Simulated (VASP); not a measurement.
The system is Al2O3.

```
Al O
1.0
     2.38697    1.37811    4.33786
    -2.38697    1.37811    4.33786
     0.00000   -2.75623    4.33786
Al O
4 6
Direct
  0.35206 0.35206 0.35206
  0.14794 0.14794 0.14794
  0.64794 0.64794 0.64794
  0.85206 0.85206 0.85206
  0.94415 0.25000 0.55585
  0.75000 0.44415 0.05585
  0.44415 0.05585 0.75000
  0.55585 0.94415 0.25000
  0.25000 0.55585 0.94415
  0.05585 0.75000 0.44415
```

Base run:

```yaml
Program: VASP 6.6.1
Functional: PBEsol
Potentials_or_basis: VASP PAW PBE potentials, release 64 (Al, O)
Cutoff: 520 eV
k_mesh: 6 × 6 × 6
Occupations: fermi-dirac, width 0.05 eV
Spin: no spin polarisation
```

Its results: band gap on the k mesh 6.04 eV, direct; pressure 0.1 GPa; largest force 0.003 eV/Å.

Problem. The run is repeated on the same cell with these changes: functional from PBEsol to r2SCAN. What comes out?

Solution. Band gap on the k mesh 7.04 eV, direct; pressure -2.4 GPa; largest force 0.029 eV/Å.

r2SCAN gives the wider gap, since meta-GGAs in the generalised Kohn-Sham scheme recover part of the derivative discontinuity.

Caveats: the PAW data sets were made with another functional, which shifts forces and pressure a little.

A k mesh can miss the band edges.
